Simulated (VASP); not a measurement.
# BAs (F-43m) in VASP: electric field gradients with PBE

Aim: the electric field gradients of BAs with PBE.

Program: VASP 6.6.1. These are calculated values, not measurements. Logs are shortened: lines on timing, memory, paths and dates and some standing lists are left out, and cuts for length are marked.

## Step 1: The cell of the first run

Symmetry: F-43m, No. 216, cubic system. Conventional cell: a = 4.777 Å, b = 4.777 Å, c = 4.777 Å, α = 90.00°, β = 90.00°, γ = 90.00°. Within 2.7 Å of B (site symmetry -43m) lie 4 As at 2.07 Å. Within 2.7 Å of As (site symmetry -43m) lie 4 B at 2.07 Å.

## Step 2: Electric field gradients, PBE

INCAR

```
SYSTEM = BAs
PREC     = Accurate       ! precision mode
ENCUT    = 420            ! plane-wave cutoff, eV
EDIFF    = 1E-8           ! SCF threshold, eV
ISMEAR   = -1             ! smearing method
SIGMA    = 0.02           ! smearing width, eV
LREAL    = .False.        ! projectors in reciprocal space
LASPH    = .True.         ! aspherical terms in the spheres
NELM     = 120            ! most SCF steps
ALGO     = Normal         ! electronic algorithm
ISIF     = 2              ! what is computed and relaxed
LWAVE    = .False.        ! write WAVECAR
LCHARG   = .False.        ! write CHGCAR
GGA      = PE             ! functional
LEFG     = .True.       
NBANDS   = 11             ! bands
GGA_COMPAT= .False.
```

KPOINTS

```
regular mesh
0
Gamma
  10 10 10
  0 0 0
```

POSCAR

```
BAs
1.0
    0.0000000000      2.3885000000      2.3885000000
    2.3885000000      0.0000000000      2.3885000000
    2.3885000000      2.3885000000      0.0000000000
B As
1 1
Direct
    0.0000000000      0.0000000000      0.0000000000
    0.2500000000      0.2500000000      0.2500000000
```

Potentials or basis: VASP PAW PBE potentials, release 64 (B, As).

Run with:

```sh
$ cat potpaw_PBE.64/B/POTCAR potpaw_PBE.64/As/POTCAR > POTCAR
$ mpirun -np 1 vasp_std > vasp.out
```

OUTCAR:

```text
SYSTEM = BAs
   PREC = Accurate
   ENCUT = 420
   EDIFF = 1E-8
   ISMEAR = -1
   LREAL = .False.
   LASPH = .True.
   NELM = 120
   ISIF = 2
   GGA = PE

 ion  position               nearest neighbor table
   1  0.000  0.000  0.000-   2 2.07   2 2.07   2 2.07   2 2.07
   2  0.250  0.250  0.250-   1 2.07   1 2.07   1 2.07   1 2.07

  LATTYP: Found a face centered cubic cell.
 ALAT       =     4.7770000000

  Lattice vectors:

 A1 = (   0.0000000000,   2.3885000000,   2.3885000000)
 A2 = (   2.3885000000,   0.0000000000,   2.3885000000)
 A3 = (   2.3885000000,   2.3885000000,   0.0000000000)

Analysis of symmetry for initial positions (statically):
=====================================================================
 Subroutine PRICEL returns:
 Original cell was already a primitive cell.

 Routine SETGRP: Setting up the symmetry group for a
 face centered cubic supercell.

 Subroutine GETGRP returns: Found 24 space group operations
 (whereof 24 operations were pure point group operations)
 out of a pool of 48 trial point group operations.

The static configuration has the point symmetry T_d .

Analysis of symmetry for dynamics (positions and initial velocities):
=====================================================================
 Subroutine PRICEL returns:
 Original cell was already a primitive cell.

 Routine SETGRP: Setting up the symmetry group for a
 face centered cubic supercell.

 Subroutine GETGRP returns: Found 24 space group operations
 (whereof 24 operations were pure point group operations)
 out of a pool of 48 trial point group operations.

The dynamic configuration has the point symmetry T_d .

 Subroutine INISYM returns: Found 24 space group operations
 (whereof 24 operations are pure point group operations),
 and found     1 'primitive' translations

----------------------------------------------------------------------------------------

                                     Primitive cell

  volume of cell :      27.2525

  direct lattice vectors                    reciprocal lattice vectors
     0.000000000  2.388500000  2.388500000    -0.209336404  0.209336404  0.209336404
[... 127 lines left out ...]
  ext. energy  EPLUGINS =         0.00000000
  ---------------------------------------------------
  free energy    TOTEN  =       -11.40583265 eV

  energy without entropy =      -11.40583265  energy(sigma->0) =      -11.40583265

 E-fermi :   6.6013     XC(G=0): -10.5842

 val. band max:        6.1264677617   @ k =   0.0000   0.0000   0.0000
 cond. band min:       7.3019983844   @ k =   0.4000   0.4000   0.0000
 fundamental gap:      1.1755306227
 Fermi energy:         6.6012583715

 k-point     1 :       0.0000    0.0000    0.0000
  band No.  band energies     occupation
      1      -9.2750      2.00000
      2       6.1265      2.00000
      3       6.1265      2.00000
      4       6.1265      2.00000
      5       9.4029      0.00000
      6       9.4029      0.00000
      7       9.4029      0.00000
      8      10.8135      0.00000
      9      15.7097      0.00000
     10      19.0771      0.00000
     11      19.0771      0.00000
[... 309 lines left out ...]
 k-point    24 :       0.4000    0.3000    0.0000
  band No.  band energies     occupation
      1      -6.6308      2.00000
      2      -0.3313      2.00000
      3       2.1500      2.00000
      4       2.6402      2.00000
      5       7.8227      0.00000
      6       9.5224      0.00000
      7      14.9623      0.00000
      8      15.1950      0.00000
      9      18.1801      0.00000
     10      21.9436      0.00000
     11      21.9983      0.00000

 [... further k-points ...]
[... 5 lines left out ...]
  --------------------------------------------------------------------------------------
  -------------------------------------------------------------------------------------
  Total        0.5855247      0.5855247      0.5855247      0.0000000      0.0000000     -0.0000000
  in kB       34.4231064     34.4231064     34.4231064      0.0000000      0.0000000     -0.0000000
  external PRESSURE =      34.4231064 kB  Pullay stress =       0.0000000 kB

 VOLUME and BASIS-vectors are now :
 -----------------------------------------------------------------------------
  energy-cutoff  :      420.00
  volume of cell :       27.25
      direct lattice vectors                 reciprocal lattice vectors
     0.000000000  2.388500000  2.388500000    -0.209336404  0.209336404  0.209336404
     2.388500000  0.000000000  2.388500000     0.209336404 -0.209336404  0.209336404
     2.388500000  2.388500000  0.000000000     0.209336404  0.209336404 -0.209336404

 POSITION                                       TOTAL-FORCE (eV/Angst)
 -----------------------------------------------------------------------------------
      0.00000      0.00000      0.00000         0.000000      0.000000     -0.000000
      1.19425      1.19425      1.19425        -0.000000     -0.000000      0.000000
 -----------------------------------------------------------------------------------
    total drift:                                0.000000      0.000000      0.000000

  FREE ENERGIE OF THE ION-ELECTRON SYSTEM (eV)
  ---------------------------------------------------
  free  energy   TOTEN  =       -11.4058326528 eV

  energy  without entropy=      -11.4058326528  energy(sigma->0) =      -11.40583265

 Electric field gradients (V/A^2)
---------------------------------------------------------------------
 ion       V_xx      V_yy      V_zz      V_xy      V_xz      V_yz
---------------------------------------------------------------------
   1      -0.000     0.000    -0.000    -0.000    -0.000    -0.000
   2      -0.000    -0.000     0.000    -0.000    -0.000    -0.000
---------------------------------------------------------------------

 Electric field gradients after diagonalization (V/A^2)
 (convention: |V_zz| > |V_xx| > |V_yy|)
----------------------------------------------------------------------
 ion       V_xx      V_yy      V_zz     asymmetry (V_yy - V_xx)/ V_zz
----------------------------------------------------------------------
   1       0.000     0.000    -0.000       0.000
   2       0.000     0.000    -0.000       0.000
----------------------------------------------------------------------

           NMR quadrupolar parameters

 Cq : quadrupolar parameter    Cq=e*Q*V_zz/h
 eta: asymmetry parameters     (V_yy - V_xx)/ V_zz
 Q  : nuclear electric quadrupole moment in mb (millibarn)
----------------------------------------------------------------------
 ion       Cq(MHz)       eta       Q (mb)
----------------------------------------------------------------------
   1      -0.000       0.000       1.000
   2      -0.000       0.000       1.000
----------------------------------------------------------------------
```

OSZICAR:

```text
N       E                     dE             d eps       ncg     rms          rms(c)
DAV:   1     0.964479748351E+01    0.96448E+01   -0.34119E+03  1034   0.551E+02
DAV:   2    -0.114476141389E+02   -0.21092E+02   -0.20234E+02  1412   0.949E+01
DAV:   3    -0.120434626153E+02   -0.59585E+00   -0.59393E+00  1285   0.147E+01
DAV:   4    -0.120449630116E+02   -0.15004E-02   -0.15003E-02  1152   0.864E-01
DAV:   5    -0.120449652569E+02   -0.22453E-05   -0.22453E-05  1260   0.348E-02    0.493E+00
DAV:   6    -0.114715955002E+02    0.57337E+00   -0.15834E+00  1094   0.508E+00    0.240E+00
DAV:   7    -0.114121661807E+02    0.59429E-01   -0.19281E-01  1202   0.214E+00    0.984E-01
DAV:   8    -0.114053722975E+02    0.67939E-02   -0.20260E-02  1163   0.795E-01    0.984E-02
DAV:   9    -0.114056687051E+02   -0.29641E-03   -0.74943E-04  1178   0.158E-01    0.595E-02
DAV:  10    -0.114058261795E+02   -0.15747E-03   -0.19222E-04  1114   0.838E-02    0.123E-02
DAV:  11    -0.114058324185E+02   -0.62389E-05   -0.57651E-06  1267   0.159E-02    0.108E-02
DAV:  12    -0.114058324705E+02   -0.52066E-07   -0.27661E-06  1112   0.892E-03    0.379E-03
DAV:  13    -0.114058325284E+02   -0.57897E-07   -0.90072E-08  1261   0.192E-03    0.117E-03
DAV:  14    -0.114058326459E+02   -0.11746E-06   -0.12868E-08  1090   0.754E-04    0.112E-04
DAV:  15    -0.114058326528E+02   -0.68802E-08   -0.27695E-10   544   0.121E-04
   1 F= -.11405833E+02 E0= -.11405833E+02  d E =-.145424E-12
```

stdout:

```text
POSCAR found type information on POSCAR B As
 POSCAR found :  2 types and       2 ions
 scaLAPACK will be used
 LDA part: xc-table for (Slater+PW92), standard interpolation
 POSCAR, INCAR and KPOINTS ok, starting setup
 FFT: planning ... GRIDC
 FFT: planning ... GRID_SOFT
 FFT: planning ... GRID
 WAVECAR not read
 entering main loop
ion   1

ion   2
```

Run time: 15 s. Hardware: 1 thread of AMD EPYC 7R43 (Zen 3), shared host; peak memory 0.11 GiB.

Results:

* Free energy: -11.4058 eV
* Pressure: 3.4 GPa
* Band gap on the k mesh: 1.18 eV (least direct gap 3.28 eV)
* Largest electric field gradient by atom: under 0.05 V/Å² on every atom

Caveat: the cell stands under pressure.
